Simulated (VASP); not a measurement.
# TiO2 (I4_1/amd) in VASP: a series of runs

TiO2 is run at these levels: LDA; tasks: single point, relaxation of the atoms.

All numbers are computed with VASP 6.6.1; they aren't measurements. Logs are shortened: lines on timing, memory, paths and dates and some standing lists are left out, and cuts for length are marked.

## 1. The cell of the first run

Symmetry: I4_1/amd, No. 141, tetragonal system. The conventional cell has a = 3.784 Å, b = 3.784 Å, c = 9.515 Å, α = 90.00°, β = 90.00°, γ = 90.00°. Ti (site symmetry -4m2) has 6 O at 1.94 to 1.97 Å within 2.6 Å. O (site symmetry 2mm) has 3 Ti at 1.94 to 1.97 Å and 2 O at 2.46 Å within 2.6 Å.

## 2. Single point, LDA

INCAR

```
SYSTEM = TiO2
  ALGO = Normal
  EDIFF = 1E-6
  ENCUT = 520
  ISIF = 2
  ISMEAR = 0
  LASPH = .TRUE.
  LCHARG = .TRUE.
  LELF = .TRUE.
  LREAL = .FALSE.
  LVHAR = .TRUE.
  LWAVE = .FALSE.
  NBANDS = 33
  NELM = 60
  PREC = Accurate
  SIGMA = 0.01
```

KPOINTS

```
k-points
0
G
  5 5 5
  0 0 0
```

POSCAR

```
TiO2
1.0
   -1.8921000000      1.8921000000      4.7573000000
    1.8921000000     -1.8921000000      4.7573000000
    1.8921000000      1.8921000000     -4.7573000000
Ti O
2 4
Direct
    0.0000000000      0.0000000000      0.0000000000
    0.7500000000      0.2500000000      0.5000000000
    0.2072289802      0.2072289802      0.0000000000
    0.9572289802      0.4572289802      0.5000000000
    0.5427710198      0.0427710198      0.5000000000
    0.7927710198      0.7927710198      0.0000000000
```

Potentials or basis: VASP PAW LDA potentials, release 64 (Ti_sv, O).

On the command line:

```bash
cat potpaw_LDA.64/Ti_sv/POTCAR potpaw_LDA.64/O/POTCAR > POTCAR
mpirun -np 1 vasp_std > vasp.out
```

OUTCAR:

```text
SYSTEM = TiO2
   EDIFF = 1E-6
   ENCUT = 520
   ISIF = 2
   ISMEAR = 0
   LASPH = .TRUE.
   LREAL = .FALSE.
   NELM = 60
   PREC = Accurate

 ion  position               nearest neighbor table
   1  0.000  0.000  0.000-   5 1.94   4 1.94   5 1.94   4 1.94   3 1.97   6 1.97
   2  0.750  0.250  0.500-   6 1.94   3 1.94   6 1.94   3 1.94   4 1.97   5 1.97
   3  0.207  0.207  0.000-   2 1.94   2 1.94   1 1.97
   4  0.957  0.457  0.500-   1 1.94   1 1.94   2 1.97
   5  0.543  0.043  0.500-   1 1.94   1 1.94   2 1.97
   6  0.793  0.793  0.000-   2 1.94   2 1.94   1 1.97

  LATTYP: Found a body centered tetragonal cell.
 ALAT       =     3.7842000000
 C/A-ratio  =     2.5142962846

  Lattice vectors:

 A1 = (  -1.8921000000,   1.8921000000,   4.7573000000)
 A2 = (   1.8921000000,  -1.8921000000,   4.7573000000)
 A3 = (   1.8921000000,   1.8921000000,  -4.7573000000)

Analysis of symmetry for initial positions (statically):
=====================================================================
 Subroutine PRICEL returns:
 Original cell was already a primitive cell.

 Routine SETGRP: Setting up the symmetry group for a
 body centered tetragonal supercell.

 Subroutine GETGRP returns: Found 16 space group operations
 (whereof  8 operations were pure point group operations)
 out of a pool of 16 trial point group operations.

The static configuration has the point symmetry D_2d.
 The point group associated with its full space group is D_4h.

Analysis of symmetry for dynamics (positions and initial velocities):
=====================================================================
 Subroutine PRICEL returns:
 Original cell was already a primitive cell.

 Routine SETGRP: Setting up the symmetry group for a
 body centered tetragonal supercell.

 Subroutine GETGRP returns: Found 16 space group operations
 (whereof  8 operations were pure point group operations)
 out of a pool of 16 trial point group operations.

The dynamic configuration has the point symmetry D_2d.
 The point group associated with its full space group is D_4h.

 Subroutine INISYM returns: Found 16 space group operations
 (whereof  8 operations are pure point group operations),
 and found     1 'primitive' translations

----------------------------------------------------------------------------------------

                                     Primitive cell

  volume of cell :      68.1253

  direct lattice vectors                    reciprocal lattice vectors
    -1.892100000  1.892100000  4.757300000     0.000000000  0.264256646  0.105101633
     1.892100000 -1.892100000  4.757300000     0.264256646  0.000000000  0.105101633
     1.892100000  1.892100000 -4.757300000     0.264256646  0.264256646  0.000000000

  length of vectors
     5.458203744  5.458203744  5.458203744     0.284390450  0.284390450  0.373715333

  position of ions in fractional coordinates (direct lattice)
     0.000000000  0.000000000  0.000000000
     0.750000000  0.250000000  0.500000000
     0.207228980  0.207228980  0.000000000
     0.957228980  0.457228980  0.500000000
     0.542771020  0.042771020  0.500000000
     0.792771020  0.792771020  0.000000000

  ion indices of the primitive-cell ions
   primitive index   ion index
                 1           1
                 2           2
                 3           3
                 4           4
                 5           5
                 6           6

----------------------------------------------------------------------------------------

 KPOINTS: k-points

Automatic generation of k-mesh.
 Grid dimensions read from file:
 generate k-points for:    5    5    5

 Generating k-lattice:

  Cartesian coordinates                     Fractional coordinates (reciprocal lattice)
     0.000000000  0.052851329  0.021020327     0.200000000  0.000000000  0.000000000
     0.052851329  0.000000000  0.021020327     0.000000000  0.200000000  0.000000000
     0.052851329  0.052851329  0.000000000     0.000000000  0.000000000  0.200000000

  Length of vectors
     0.056878090  0.056878090  0.074743067

  Shift w.r.t. Gamma in fractional coordinates (k-lattice)
     0.000000000  0.000000000  0.000000000

 Subroutine IBZKPT returns following result:
 ===========================================

 Found     18 irreducible k-points:

 Following reciprocal coordinates:
            Coordinates               Weight
  0.000000  0.000000  0.000000      1.000000
  0.200000 -0.000000  0.000000      8.000000
  0.400000  0.000000  0.000000      8.000000
  0.200000  0.200000  0.000000      8.000000
  0.400000  0.200000  0.000000     16.000000
 -0.400000  0.200000 -0.000000     16.000000
[... 10 lines left out ...]
 -0.400000  0.400000  0.400000      4.000000
 -0.400000 -0.400000  0.400000      2.000000
   k-points           NKPTS =     18   k-points in BZ     NKDIM =     18   number of bands    NBANDS=     33
   number of dos      NEDOS =    301   number of ions     NIONS =      6
   total plane-waves  NPLWV =  74088
   dimension x,y,z NGX =    42 NGY =   42 NGZ =   42
   dimension x,y,z NGXF=    84 NGYF=   84 NGZF=   84
   ions per type =               2   4
   NGX,Y,Z   is equivalent  to a cutoff of  12.79, 12.79, 12.79 a.u.
   NGXF,Y,Z  is equivalent  to a cutoff of  25.58, 25.58, 25.58 a.u.
 SYSTEM =  TiO2
   PREC   = accura    normal or accurate (medium, high low for compatibility)
   ISTART =      0    job   : 0-new  1-cont  2-samecut
   ICHARG =      2    charge: 1-file 2-atom 10-const
   ISPIN  =      1    spin polarized calculation?
   LNONCOLLINEAR =      F non collinear calculations
   LSORBIT =      F    spin-orbit coupling
   LASPH  =      T    aspherical Exc in radial PAW
   ENCUT  =  520.0 eV  38.22 Ry    6.18 a.u.  10.15 10.15 10.15*2*pi/ulx,y,z
   NELM   =     60;   NELMIN=  2; NELMDL= -5     # of ELM steps
   EDIFF  = 0.1E-05   stopping-criterion for ELM
   LREAL  =      F    real-space projection
   EDIFFG = 0.1E-04   stopping-criterion for IOM
   NSW    =      0    number of steps for IOM
   IBRION =     -1    ionic relax: 0-MD 1-quasi-New 2-CG
   NFREE  =      0    steps in history (QN), initial steepest desc. (CG)
   ISIF   =      2    stress and relaxation
   ISYM   =      2    0-nonsym 1-usesym 2-fastsym
   POTIM  = 0.5000    time-step for ionic-motion
   TEBEG  =    0.0;   TEEND  =   0.0 temperature during run
   PSTRESS=    0.0 pullay stress
   NELECT =      48.0000    total number of electrons
   NUPDOWN=      -1.0000    fix difference up-down
   EMIN   =  10.00;   EMAX   =-10.00  energy-range for DOS
   EFERMI =   0.00;   METHOD = LEGACY
   ISMEAR =     0;   SIGMA  =   0.01  broadening in eV -4-tet -1-fermi 0-gaus
   EFERMI_NEDOS =   21; number of points for ismear=-14 and -15
   IALGO  =     38    algorithm
   IMIX   =      4    mixing-type and parameters
     AMIX     =   0.40;   BMIX     =  1.00
     AMIX_MAG =   1.60;   BMIX_MAG =  1.00
  volume/ion in A,a.u.               =      11.35        76.62
  Fermi-wavevector in a.u.,A,eV,Ry     =   1.456752  2.752862 28.873289  2.122127
  Thomas-Fermi vector in A             =   2.573634
   LORBIT       =      0    0 simple, 1 ext, 2 COOP (PROOUT), +10 PAW based schemes
   GGA     = CA    functional components
   LHFCALC =     F    Hartree Fock is set to
   AEXX    =    0.0000 exact exchange contribution
   IVDW    =     0    specifies the selected vdW correction
   LEPSILON=     F    determine dielectric tensor
   LRPA    =     F    only Hartree local field effects (RPA)
 non-spin polarized calculation
 Gauss-broadening in eV      SIGMA  =   0.01
  energy-cutoff  :      520.00
  volume of cell :       68.13
 maximum number of plane-waves:      1849
 NGX is ok and might be reduce to    42
   NGX = 21   NGY = 21   NGZ = 21

 number of electron      47.9999992 magnetization

 Free energy of the ion-electron system (eV)
  ---------------------------------------------------
  ext. energy  EPLUGINS =         0.00000000
  ---------------------------------------------------
  free energy    TOTEN  =       -58.80867121 eV

  energy without entropy =      -58.80867121  energy(sigma->0) =      -58.80867121

 E-fermi :   3.1594     XC(G=0): -11.3392

 val. band max:        3.0637457203   @ k =  -0.4000   0.4000   0.0000
 cond. band min:       5.0943023046   @ k =   0.0000   0.0000   0.0000
 fundamental gap:      2.0305565842
 Fermi energy:         3.1593944577

 k-point     1 :       0.0000    0.0000    0.0000
  band No.  band energies     occupation
      1     -52.5621      2.00000
      2     -52.4964      2.00000
      3     -29.4514      2.00000
      4     -29.1911      2.00000
      5     -29.1911      2.00000
      6     -29.1149      2.00000
[... 25 lines left out ...]
     32       8.4466      0.00000
     33       8.4857      0.00000

 k-point     2 :       0.2000   -0.0000    0.0000
  band No.  band energies     occupation
      1     -52.5567      2.00000
      2     -52.5002      2.00000
      3     -29.4400      2.00000
      4     -29.2391      2.00000
      5     -29.1947      2.00000
      6     -29.1332      2.00000
[... 25 lines left out ...]
     32       8.8242      0.00000
     33       9.1754      0.00000

 k-point     3 :       0.4000    0.0000    0.0000
  band No.  band energies     occupation
      1     -52.5457      2.00000
      2     -52.5085      2.00000
      3     -29.4208      2.00000
      4     -29.3147      2.00000
      5     -29.1995      2.00000
      6     -29.1517      2.00000
[... 25 lines left out ...]
     32       9.1559      0.00000
     33       9.6276      0.00000

 k-point     4 :       0.2000    0.2000    0.0000
  band No.  band energies     occupation
      1     -52.5491      2.00000
      2     -52.5061      2.00000
      3     -29.4168      2.00000
      4     -29.2720      2.00000
      5     -29.2205      2.00000
      6     -29.1474      2.00000
[... 25 lines left out ...]
     32       9.4286      0.00000
     33       9.6825      0.00000

 k-point     5 :       0.4000    0.2000    0.0000
  band No.  band energies     occupation
      1     -52.5389      2.00000
      2     -52.5136      2.00000
      3     -29.4070      2.00000
      4     -29.3356      2.00000
      5     -29.2273      2.00000
      6     -29.1776      2.00000
[... 388 lines left out ...]
 k-point    16 :      -0.2000   -0.2000    0.2000
  band No.  band energies     occupation
      1     -52.5559      2.00000
      2     -52.5027      2.00000
      3     -29.4126      2.00000
      4     -29.2013      2.00000
      5     -29.2013      2.00000
      6     -29.1045      2.00000
[... 25 lines left out ...]
     32       8.3594      0.00000
     33       8.5489      0.00000

 k-point    17 :      -0.4000    0.4000    0.4000
  band No.  band energies     occupation
      1     -52.5316      2.00000
      2     -52.5254      2.00000
      3     -29.3171      2.00000
      4     -29.2663      2.00000
      5     -29.2127      2.00000
      6     -29.1835      2.00000
[... 25 lines left out ...]
     32       8.8654      0.00000
     33       9.0455      0.00000

 k-point    18 :      -0.4000   -0.4000    0.4000
  band No.  band energies     occupation
      1     -52.5395      2.00000
      2     -52.5192      2.00000
      3     -29.3099      2.00000
      4     -29.2144      2.00000
      5     -29.2144      2.00000
      6     -29.1805      2.00000
[... 25 lines left out ...]
     32       8.1854      0.00000
     33       8.7603      0.00000

------------------------ aborting loop because EDIFF is reached ----------------------------------------

  FORCE on cell =-STRESS in cart. coord.  units (eV):
  Direction    XX          YY          ZZ          XY          YZ          ZX
  --------------------------------------------------------------------------------------
  -------------------------------------------------------------------------------------
  Total       -2.4998221     -2.4998221     -1.4856450      0.0000000      0.0000000      0.0000000
  in kB      -58.7910183    -58.7910183    -34.9395199      0.0000000      0.0000000      0.0000000
  external PRESSURE =     -50.8405188 kB  Pullay stress =       0.0000000 kB

 VOLUME and BASIS-vectors are now :
 -----------------------------------------------------------------------------
  energy-cutoff  :      520.00
  volume of cell :       68.13
      direct lattice vectors                 reciprocal lattice vectors
    -1.892100000  1.892100000  4.757300000     0.000000000  0.264256646  0.105101633
     1.892100000 -1.892100000  4.757300000     0.264256646  0.000000000  0.105101633
     1.892100000  1.892100000 -4.757300000     0.264256646  0.264256646  0.000000000

 POSITION                                       TOTAL-FORCE (eV/Angst)
 -----------------------------------------------------------------------------------
      0.00000      0.00000      0.00000         0.000000      0.000000     -0.000000
      0.00000      1.89210      2.37865         0.000000      0.000000     -0.000000
      0.00000      0.00000      1.97170        -0.000000      0.000000      0.037198
     -0.00000      1.89210      4.35035         0.000000     -0.000000      0.037198
      0.00000      1.89210      0.40695         0.000000     -0.000000     -0.037198
      0.00000      0.00000      7.54290        -0.000000      0.000000     -0.037198
 -----------------------------------------------------------------------------------
    total drift:                                0.000000     -0.000000     -0.000000

  FREE ENERGIE OF THE ION-ELECTRON SYSTEM (eV)
  ---------------------------------------------------
  free  energy   TOTEN  =       -58.8086712116 eV

  energy  without entropy=      -58.8086712116  energy(sigma->0) =      -58.80867121
```

Run time: 51 s. Hardware: 1 thread of Intel Xeon Platinum 8488C (Sapphire Rapids), shared host; peak memory 0.21 GiB.

Results:

```
Free energy            : -58.8087 eV
Pressure               : -5.1 GPa
Largest force          : 0.037 eV/Å
Band gap on the k mesh : 2.03 eV (least direct gap 2.36 eV)
```

Forces on the atoms (eV/Å):
```
Ti   0.000  0.000  0.000
Ti   0.000  0.000  0.000
O    0.000  0.000  0.037
O    0.000  0.000  0.037
O    0.000  0.000 -0.037
O    0.000  0.000 -0.037
```

Stress tensor (GPa, compression positive):
```
-5.88  0.00  0.00
 0.00 -5.88  0.00
 0.00  0.00 -3.49
```

Levels at points of the mesh, in eV from the valence-band top:
| k point | band 20 | band 21 | band 22 | band 23 | band 24 | band 25 | band 26 | band 27 | band 28 | band 29 |
| --- | --- | --- | --- | --- | --- | --- | --- | --- | --- | --- |
| (0.00, 0.00, 0.00) | -0.74 | -0.74 | -0.74 | -0.45 | -0.45 | 2.03 | 2.80 | 3.99 | 3.99 | 4.02 |

Caveat: the cell stands under tension. A k mesh can miss the band edges.

## 3. Relaxation of the atoms, LDA

INCAR

```
SYSTEM = TiO2
PREC     = Accurate       ! precision mode
ENCUT    = 520            ! plane-wave cutoff, eV
EDIFF    = 1E-6           ! SCF threshold, eV
ISMEAR   = 0              ! smearing method
SIGMA    = 0.01           ! smearing width, eV
LREAL    = .False.        ! projectors in reciprocal space
LASPH    = .True.         ! aspherical terms in the spheres
NELM     = 80             ! most SCF steps
ALGO     = Normal         ! electronic algorithm
ISIF     = 2              ! what is computed and relaxed
LWAVE    = .False.        ! write WAVECAR
LCHARG   = .False.        ! write CHGCAR
IBRION   = 2              ! ionic algorithm
NSW      = 80             ! ionic steps
EDIFFG   = -0.004         ! ionic threshold
```

KPOINTS

```
regular mesh
0
Gamma
  5 5 5
  0 0 0
```

POSCAR

```
TiO2
1.0
   -1.8921000000      1.8921000000      4.7573000000
    1.8921000000     -1.8921000000      4.7573000000
    1.8921000000      1.8921000000     -4.7573000000
Ti O
2 4
Direct
    0.0000000000      0.0000000000      0.0000000000
    0.7500000000      0.2500000000      0.5000000000
    0.2081000000      0.2081000000      0.0000000000
    0.9581000000      0.4581000000      0.5000000000
    0.5419000000      0.0419000000      0.5000000000
    0.7919000000      0.7919000000      0.0000000000
```

Potentials or basis: VASP PAW LDA potentials, release 64 (Ti_sv, O).

On the command line:

```bash
cat potpaw_LDA.64/Ti_sv/POTCAR potpaw_LDA.64/O/POTCAR > POTCAR
mpirun -np 1 vasp_std > vasp.out
```

Run time: 70 s. Hardware: 1 thread of Intel Xeon Platinum 8488C (Sapphire Rapids), shared host; peak memory 0.22 GiB.

Results (log left out):

- Free energy: -58.8088 eV
- Energy gained by relaxing: 0.2 meV/atom
- Ionic steps: 3
- Pressure after relaxing: -5.2 GPa
- Band gap on the k mesh: 2.02 eV (least direct gap 2.36 eV)

Stress tensor (GPa, compression positive):
```
-5.88  0.00  0.00
 0.00 -5.88  0.00
 0.00  0.00 -3.91
```

Step by step:
```csv
step,energy change (eV),largest force (eV/Å),pressure (GPa)
1,0.0000,0.0927,-5.54
2,-0.0010,0.0231,-5.30
3,-0.0011,0.0000,-5.22
```

Final structure:
```cif
data_structure
_symmetry_space_group_name_H-M 'P 1'
_symmetry_Int_Tables_number 1
_cell_length_a 5.4582
_cell_length_b 5.4582
_cell_length_c 5.4582
_cell_angle_alpha 139.435
_cell_angle_beta 139.435
_cell_angle_gamma 58.713
_cell_volume 68.13
loop_
_atom_site_label
_atom_site_type_symbol
_atom_site_fract_x
_atom_site_fract_y
_atom_site_fract_z
_atom_site_occupancy
Ti1 Ti 0.00000 0.00000 0.00000 1
Ti2 Ti 0.75000 0.25000 0.50000 1
O1 O 0.20747 0.20747 0.00000 1
O2 O 0.95747 0.45747 0.50000 1
O3 O 0.54253 0.04253 0.50000 1
O4 O 0.79253 0.79253 0.00000 1
```

Levels at points of the mesh, in eV from the valence-band top:
| k point | band 22 | band 23 | band 24 | band 25 | band 26 | band 27 |
| --- | --- | --- | --- | --- | --- | --- |
| (0.00, 0.00, 0.00) | -0.75 | -0.46 | -0.46 | 2.02 | 2.79 | 3.97 |

A k mesh can miss the band edges.
